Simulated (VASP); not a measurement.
Write the native input for VASP 6.6.1 that does the following.

* Task: relaxation of cell and atoms
* Functional: PBE
* Potentials or basis: VASP PAW PBE potentials, release 64 (Y_sv)
* Cutoff: 600 eV
* k mesh: 14 × 14 × 7
* Occupations: fermi-dirac, width 0.05 eV
* Spin: no spin polarisation
* Dipole correction: no
* Further INCAR settings: ALGO = Normal; EDIFF = 1e-06; IBRION = 2; EDIFFG = -0.005; NSW = 60; ISIF = 3

The structure of Y lies in POSCAR:

```
Y
1.0
    3.6077462290      0.0000000000      0.0000000000
   -1.8038731145      3.1243998848      0.0000000000
    0.0000000000      0.0000000000      5.8445488911
Y
2
Direct
    0.3333333333      0.6666666667      0.2500000000
    0.6666666667      0.3333333333      0.7500000000
```

One way to write it, as run:

INCAR

```
SYSTEM = Y
ALGO     = Normal         ! electronic algorithm
EDIFF    = 1E-6           ! SCF threshold, eV
EDIFFG   = -0.005         ! ionic threshold
ENCUT    = 600            ! plane-wave cutoff, eV
GGA      = PE             ! functional
IBRION   = 2              ! ionic algorithm
ISIF     = 3              ! what is computed and relaxed
ISMEAR   = -1             ! smearing method
LASPH    = .TRUE.         ! aspherical terms in the spheres
LCHARG   = .FALSE.        ! write CHGCAR
LREAL    = .FALSE.        ! projectors in reciprocal space
LWAVE    = .FALSE.        ! write WAVECAR
NELM     = 100            ! most SCF steps
NSW      = 60             ! ionic steps
PREC     = Accurate       ! precision mode
SIGMA    = 0.05           ! smearing width, eV
```

KPOINTS

```
k-points
0
G
  14 14 7
  0 0 0
```

Potentials or basis: VASP PAW PBE potentials, release 64 (Y_sv).

Launch:

```bash
$ cat potpaw_PBE.64/Y_sv/POTCAR > POTCAR
$ mpirun -np 1 vasp_std > vasp.out
```

Results of the run:

* Relaxed volume: 32.82 Å³/atom
* Relaxed cell: a = 3.653 Å, b = 3.653 Å, c = 5.679 Å, α = 90.00°, β = 90.00°, γ = 120.00°
* Space group after relaxing (to 0.1 Å): P6_3/mmc (No. 194)
* Energy gained by relaxing: 6.5 meV/atom
* Ionic steps: 6
* Pressure after relaxing: 0.0 GPa
* Band gap on the k mesh: zero (bands 11 and 12 overlap by 1.44 eV)

Run time: 8.8 min on 1 thread of Intel(R) Xeon(R) Platinum 8175M CPU @ 2.50GHz (Skylake/Cascade Lake) (shared host), peak memory 0.29 GiB.
